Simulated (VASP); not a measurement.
# Zn3NO3 in VASP: further runs

Zn3NO3 is run at these levels: PBE+D3(BJ); tasks: single point.

All numbers are computed with VASP 6.6.1; they aren't measurements. Logs are shortened: lines on timing, memory, paths and dates and some standing lists are left out, and cuts for length are marked.

**1. The cell of the first run**

The cell holds a slab with vacuum, 14 atoms: a = 5.628 Å, b = 6.135 Å, c = 17.470 Å, α = 90.00°, β = 90.00°, γ = 117.30°.

**2. Single point, PBE+D3(BJ)**

The input, INCAR:

```
PREC     = Accurate       # precision mode
ENCUT    = 520            # plane-wave cutoff, eV
EDIFF    = 1E-6           # SCF threshold, eV
ISMEAR   = -1             # smearing method
SIGMA    = 0.02           # smearing width, eV
LREAL    = F              # projectors in reciprocal space
LASPH    = T              # aspherical terms in the spheres
NELM     = 80             # most SCF steps
ALGO     = Normal         # electronic algorithm
ISIF     = 2              # what is computed and relaxed
LWAVE    = F              # write WAVECAR
LCHARG   = F              # write CHGCAR
GGA      = PE             # functional
IVDW     = 12             # dispersion correction
NBANDS   = 72             # bands
```

The input, KPOINTS:

```
Automatic mesh
0
Gamma
  2 2 1
```

The input, POSCAR:

```
Zn3NO3
1.0
    5.6281260000      0.0000000000      0.0000000000
   -2.8140630000      5.4515300000      0.0000000000
    0.0000000000      0.0000000000     17.4697620000
Zn O N
6 6 2
Direct
    0.3333258708      0.0000000000      0.0572417644
    0.4013310641      0.5661713317      0.1069734093
    0.8767821354      0.1612758253      0.1230526209
    1.0070687888      0.5675104053      0.1661613936
    0.4780353833      0.2043463028      0.2447829570
    0.4837240663      0.6937868818      0.2732664589
    0.2444066481      0.6880270309      0.0245681653
    0.1742892006      0.2239187898      0.0682608040
    0.8519308958      0.6979141635      0.0761258224
    0.6561513173      0.3199652208      0.1518223316
    0.5285818241      0.8610059928      0.1705174919
    0.4824845871      0.4188548903      0.3378809625
    0.0402074938      0.8697007996      0.2321554238
   -0.0751194209      0.9475688476      0.2480915310
```

Potentials or basis: VASP PAW PBE potentials, release 64 (Zn, O, N).

Started as:

```bash
$ cat potpaw_PBE.64/Zn/POTCAR potpaw_PBE.64/O/POTCAR potpaw_PBE.64/N/POTCAR > POTCAR
$ mpirun -np 1 vasp_std > vasp.out
```

OUTCAR:

```text
PREC = Accurate
   ENCUT = 520
   EDIFF = 1E-6
   ISMEAR = -1
   LREAL = F
   LASPH = T
   NELM = 80
   ISIF = 2
   GGA = PE
   IVDW = 12
 IVDW          = 12

 ion  position               nearest neighbor table
   1  0.333  0.000  0.057-   7 1.83   8 1.96   9 2.51   3 2.98   2 2.99
   2  0.401  0.566  0.107-  11 1.96   7 2.00   8 2.01   9 2.34   4 2.45   3 2.87   1 2.99   6 2.99

   3  0.877  0.161  0.123-   8 1.81  10 1.96  11 2.15   4 2.37   2 2.87   1 2.98
   4  0.007  0.568  0.166-  10 1.88  13 2.12   9 2.13   3 2.37   2 2.45
   5  0.478  0.204  0.245-  10 1.87  12 2.09  13 2.39   6 3.03
   6  0.484  0.694  0.273-  11 2.02  12 2.03  14 2.29   2 2.99   5 3.03
   7  0.244  0.688  0.025-   1 1.83   2 2.00
   8  0.174  0.224  0.068-   3 1.81   1 1.96   2 2.01
   9  0.852  0.698  0.076-   4 2.13   2 2.34   1 2.51
  10  0.656  0.320  0.152-   5 1.87   4 1.88   3 1.96
  11  0.529  0.861  0.171-   2 1.96   6 2.02   3 2.15
  12  0.482  0.419  0.338-   6 2.03   5 2.09
  13  0.040  0.870  0.232-  14 1.01   4 2.12   5 2.39
  14  0.925  0.948  0.248-  13 1.01   6 2.29

  LATTYP: Found a base centered orthorhombic cell.
 ALAT       =     5.6281260000
 B/A-ratio  =     1.9372451861
 C/A-ratio  =     3.1040104646

  Lattice vectors:

 A1 = (   2.8140630000,  -5.4515300000,   0.0000000000)
 A2 = (   2.8140630000,   5.4515300000,   0.0000000000)
 A3 = (   0.0000000000,   0.0000000000,  17.4697620000)

Analysis of symmetry for initial positions (statically):
=====================================================================
 Subroutine PRICEL returns:
 Original cell was already a primitive cell.

 Routine SETGRP: Setting up the symmetry group for a
 base centered orthorhombic supercell.

 Subroutine GETGRP returns: Found  1 space group operations
 (whereof  1 operations were pure point group operations)
 out of a pool of  8 trial point group operations.

The static configuration has the point symmetry C_1 .

Analysis of symmetry for dynamics (positions and initial velocities):
=====================================================================
 Subroutine PRICEL returns:
 Original cell was already a primitive cell.

 Routine SETGRP: Setting up the symmetry group for a
 base centered orthorhombic supercell.

 Subroutine GETGRP returns: Found  1 space group operations
 (whereof  1 operations were pure point group operations)
 out of a pool of  8 trial point group operations.

The dynamic configuration has the point symmetry C_1 .

 Subroutine INISYM returns: Found  1 space group operations
 (whereof  1 operations are pure point group operations),
 and found     1 'primitive' translations

----------------------------------------------------------------------------------------

                                     Primitive cell

  volume of cell :     536.0055

  direct lattice vectors                    reciprocal lattice vectors
     5.628126000  0.000000000  0.000000000     0.177679036  0.091717371  0.000000000
    -2.814063000  5.451530000  0.000000000     0.000000000  0.183434742  0.000000000
     0.000000000  0.000000000 17.469762000     0.000000000  0.000000000  0.057241764

  length of vectors
     5.628126000  6.134992250 17.469762000     0.199954785  0.183434742  0.057241764

  position of ions in fractional coordinates (direct lattice)
     0.333325871  0.000000000  0.057241764
     0.401331064  0.566171332  0.106973409
     0.876782135  0.161275825  0.123052621
     0.007068789  0.567510405  0.166161394
     0.478035383  0.204346303  0.244782957
     0.483724066  0.693786882  0.273266459
     0.244406648  0.688027031  0.024568165
     0.174289201  0.223918790  0.068260804
     0.851930896  0.697914164  0.076125822
     0.656151317  0.319965221  0.151822332
     0.528581824  0.861005993  0.170517492
     0.482484587  0.418854890  0.337880963
     0.040207494  0.869700800  0.232155424
     0.924880579  0.947568848  0.248091531

  ion indices of the primitive-cell ions
   primitive index   ion index
                 1           1
                 2           2
                 3           3
                 4           4
                 5           5
                 6           6
                 7           7
                 8           8
                 9           9
                10          10
                11          11
                12          12
                13          13
                14          14

----------------------------------------------------------------------------------------

 KPOINTS: Automatic mesh

Automatic generation of k-mesh.
 Grid dimensions read from file:
 generate k-points for:    2    2    1

 Generating k-lattice:

  Cartesian coordinates                     Fractional coordinates (reciprocal lattice)
     0.088839518  0.045858686  0.000000000     0.500000000  0.000000000  0.000000000
     0.000000000  0.091717371  0.000000000     0.000000000  0.500000000  0.000000000
     0.000000000  0.000000000  0.057241764     0.000000000  0.000000000  1.000000000

  Length of vectors
     0.099977392  0.091717371  0.057241764

  Shift w.r.t. Gamma in fractional coordinates (k-lattice)
     0.000000000  0.000000000  0.000000000

 Subroutine IBZKPT returns following result:
 ===========================================

 Found      4 irreducible k-points:

 Following reciprocal coordinates:
            Coordinates               Weight
  0.000000  0.000000  0.000000      1.000000
  0.500000  0.000000  0.000000      1.000000
  0.500000  0.500000  0.000000      1.000000
  0.000000  0.500000  0.000000      1.000000
   k-points           NKPTS =      4   k-points in BZ     NKDIM =      4   number of bands    NBANDS=     72
   number of dos      NEDOS =    301   number of ions     NIONS =     14
   total plane-waves  NPLWV = 282240
   dimension x,y,z NGX =    42 NGY =   48 NGZ =  140
   dimension x,y,z NGXF=    84 NGYF=   96 NGZF=  280
   ions per type =               6   6   2
   NGX,Y,Z   is equivalent  to a cutoff of  12.41, 13.01, 13.32 a.u.
   NGXF,Y,Z  is equivalent  to a cutoff of  24.81, 26.01, 26.65 a.u.
 SYSTEM =  unknown system
   PREC   = accura    normal or accurate (medium, high low for compatibility)
   ISTART =      0    job   : 0-new  1-cont  2-samecut
   ICHARG =      2    charge: 1-file 2-atom 10-const
   ISPIN  =      1    spin polarized calculation?
   LNONCOLLINEAR =      F non collinear calculations
   LSORBIT =      F    spin-orbit coupling
   LASPH  =      T    aspherical Exc in radial PAW
   ENCUT  =  520.0 eV  38.22 Ry    6.18 a.u.  10.46 11.41 32.48*2*pi/ulx,y,z
   NELM   =     80;   NELMIN=  2; NELMDL= -5     # of ELM steps
   EDIFF  = 0.1E-05   stopping-criterion for ELM
   LREAL  =      F    real-space projection
   EDIFFG = 0.1E-04   stopping-criterion for IOM
   NSW    =      0    number of steps for IOM
   IBRION =     -1    ionic relax: 0-MD 1-quasi-New 2-CG
   NFREE  =      0    steps in history (QN), initial steepest desc. (CG)
   ISIF   =      2    stress and relaxation
   ISYM   =      2    0-nonsym 1-usesym 2-fastsym
   POTIM  = 0.5000    time-step for ionic-motion
   TEBEG  =    0.0;   TEEND  =   0.0 temperature during run
   PSTRESS=    0.0 pullay stress
   NELECT =     118.0000    total number of electrons
   NUPDOWN=      -1.0000    fix difference up-down
   EMIN   =  10.00;   EMAX   =-10.00  energy-range for DOS
   EFERMI =   0.00;   METHOD = LEGACY
   ISMEAR =    -1;   SIGMA  =   0.02  broadening in eV -4-tet -1-fermi 0-gaus
   EFERMI_NEDOS =   21; number of points for ismear=-14 and -15
   IALGO  =     38    algorithm
   IMIX   =      4    mixing-type and parameters
     AMIX     =   0.40;   BMIX     =  1.00
     AMIX_MAG =   1.60;   BMIX_MAG =  1.00
  volume/ion in A,a.u.               =      38.29       258.37
  Fermi-wavevector in a.u.,A,eV,Ry     =   0.988506  1.868005 13.294840  0.977143
  Thomas-Fermi vector in A             =   2.120037
   LORBIT       =      0    0 simple, 1 ext, 2 COOP (PROOUT), +10 PAW based schemes
   GGA     = PE    functional components
   LHFCALC =     F    Hartree Fock is set to
   AEXX    =    0.0000 exact exchange contribution
   IVDW    =    12    specifies the selected vdW correction
   LEPSILON=     F    determine dielectric tensor
   LRPA    =     F    only Hartree local field effects (RPA)
 non-spin polarized calculation
  energy-cutoff  :      520.00
  volume of cell :      536.01
 maximum number of plane-waves:     14487
 NGX is ok and might be reduce to    42
   NGX = 21   NGY = 23   NGZ = 65

 number of electron     118.0000002 magnetization

 Free energy of the ion-electron system (eV)
  ---------------------------------------------------
  ext. energy  EPLUGINS =         0.00000000
  ---------------------------------------------------
  free energy    TOTEN  =       -54.32298899 eV

  energy without entropy =      -54.30296403  energy(sigma->0) =      -54.31297651

 E-fermi :  -3.2812     XC(G=0):  -4.1872

 val. band max:       -3.5417748081   @ k =   0.5000   0.0000   0.0000
 cond. band min:      -3.2724394546   @ k =   0.5000   0.0000   0.0000
 fundamental gap:      0.2693353535
 Fermi energy:        -3.2812170838

 k-point     1 :       0.0000    0.0000    0.0000
  band No.  band energies     occupation
      1     -30.4849      2.00000
      2     -22.5983      2.00000
      3     -21.7812      2.00000
      4     -21.1268      2.00000
      5     -20.2091      2.00000
      6     -19.9970      2.00000
[... 63 lines left out ...]
     70       1.9967      0.00000
     71       2.2833      0.00000

 k-point     2 :       0.5000    0.0000    0.0000
  band No.  band energies     occupation
      1     -30.4838      2.00000
      2     -22.5456      2.00000
      3     -21.8134      2.00000
      4     -21.1662      2.00000
      5     -20.1914      2.00000
      6     -19.9974      2.00000
[... 63 lines left out ...]
     70       2.2222      0.00000
     71       2.7490      0.00000

 k-point     3 :       0.5000    0.5000    0.0000
  band No.  band energies     occupation
      1     -30.4838      2.00000
      2     -22.5404      2.00000
      3     -21.8345      2.00000
      4     -21.1194      2.00000
      5     -20.2432      2.00000
      6     -19.9963      2.00000
[... 63 lines left out ...]
     70       2.1838      0.00000
     71       2.7440      0.00000

 k-point     4 :       0.0000    0.5000    0.0000
  band No.  band energies     occupation
      1     -30.4844      2.00000
      2     -22.5341      2.00000
      3     -21.8505      2.00000
      4     -21.1071      2.00000
      5     -20.2573      2.00000
      6     -19.9976      2.00000
[... 63 lines left out ...]
     70       2.4564      0.00000
     71       2.8377      0.00000
 [bands above 71 left out]

------------------------ aborting loop because EDIFF is reached ----------------------------------------

 Edisp (eV)   -1.80078

 E8    (eV) :    -0.6924

  FORCE on cell =-STRESS in cart. coord.  units (eV):
  Direction    XX          YY          ZZ          XY          YZ          ZX
  --------------------------------------------------------------------------------------
  -------------------------------------------------------------------------------------
  Total      21.74281     7.66221    -3.39896    -6.41985     3.08486    -8.22724
  in kB      64.99158    22.90315   -10.15984   -19.18961     9.22096   -24.59210
  external pressure =       25.91 kB  Pullay stress =        0.00 kB

 VOLUME and BASIS-vectors are now :
 -----------------------------------------------------------------------------
  energy-cutoff  :      520.00
  volume of cell :      536.01
      direct lattice vectors                 reciprocal lattice vectors
     5.628126000  0.000000000  0.000000000     0.177679036  0.091717371  0.000000000
    -2.814063000  5.451530000  0.000000000     0.000000000  0.183434742  0.000000000
     0.000000000  0.000000000 17.469762000     0.000000000  0.000000000  0.057241764

 POSITION                                       TOTAL-FORCE (eV/Angst)
 -----------------------------------------------------------------------------------
      1.87600      0.00000      1.00000        -1.933724      0.143692     -0.114023
      0.66550      3.08650      1.86880         1.819586     -0.303132     -2.189733
      4.48080      0.87920      2.14970        -0.443446     -2.142330     -0.773476
     -1.55723      3.09380      2.90280        -0.557769      2.059325     -1.402552
      2.11540      1.11400      4.27630         0.085392      1.366606      1.722561
      0.77010      3.78220      4.77390         0.232940     -1.741001      0.379664
     -0.56060      3.75080      0.42920         0.630436      0.479560      0.614262
      0.35080      1.22070      1.19250         1.403838      0.236650      0.526713
      2.83080      3.80470      1.32990        -0.033799      0.513434      1.092465
      2.79250      1.74430      2.65230        -0.765185     -1.120812      0.342147
      0.55200      4.69380      2.97890        -0.307537     -0.403397      1.522970
      1.53680      2.28340      5.90270        -0.371782      0.387675     -2.966073
     -2.22110      4.74120      4.05570        23.115882    -10.991900     -7.209290
      2.53883      5.16570      4.33410       -22.874833     11.515630      8.454366
 -----------------------------------------------------------------------------------
    total drift:                               -0.002820      0.001234      0.001009

  FREE ENERGIE OF THE ION-ELECTRON SYSTEM (eV)
  ---------------------------------------------------
  free  energy   TOTEN  =       -56.1237712230 eV

  energy  without entropy=      -56.1037462646  energy(sigma->0) =      -56.11375874
```

Run time: 5.2 min. Hardware: 1 thread of Intel Xeon 6975P-C (Granite Rapids), shared host; peak memory 0.62 GiB.

Results:

```yaml
Free_energy: -56.1238 eV
Largest_force: 26.969 eV/Å
Band_gap_on_the_k_mesh: zero (bands 59 and 60 overlap by 0.02 eV)
Dispersion_energy_per_atom: -0.129 eV
```

Forces on the atoms (eV/Å):
```
Zn   -1.934   0.144  -0.114
Zn    1.820  -0.303  -2.190
Zn   -0.443  -2.142  -0.773
Zn   -0.558   2.059  -1.403
Zn    0.085   1.367   1.723
Zn    0.233  -1.741   0.380
O     0.630   0.480   0.614
O     1.404   0.237   0.527
O    -0.034   0.513   1.092
O    -0.765  -1.121   0.342
O    -0.308  -0.403   1.523
O    -0.372   0.388  -2.966
N    23.116 -10.992  -7.209
N   -22.875  11.516   8.454
```

Levels at points of the mesh, in eV from the Fermi level:
```tsv
k point	band 56	band 57	band 58	band 59	band 60	band 61	band 62	band 63
(0.00, 0.00, 0.00)	-1.34	-0.87	-0.52	-0.30	0.01	0.20	1.28	1.87
(0.50, 0.00, 0.00)	-1.32	-0.91	-0.70	-0.26	0.01	0.42	1.17	1.87
(0.50, 0.50, 0.00)	-1.45	-0.86	-0.46	-0.29	0.23	0.71	0.92	1.95
(0.00, 0.50, 0.00)	-1.27	-1.01	-0.38	0.02	0.07	0.56	1.42	2.09
```

Caveat: the k points lie up to 0.63 Å⁻¹ apart; the standard files for N, O and F lose accuracy on very short bonds.

[end of part 1 of 2]
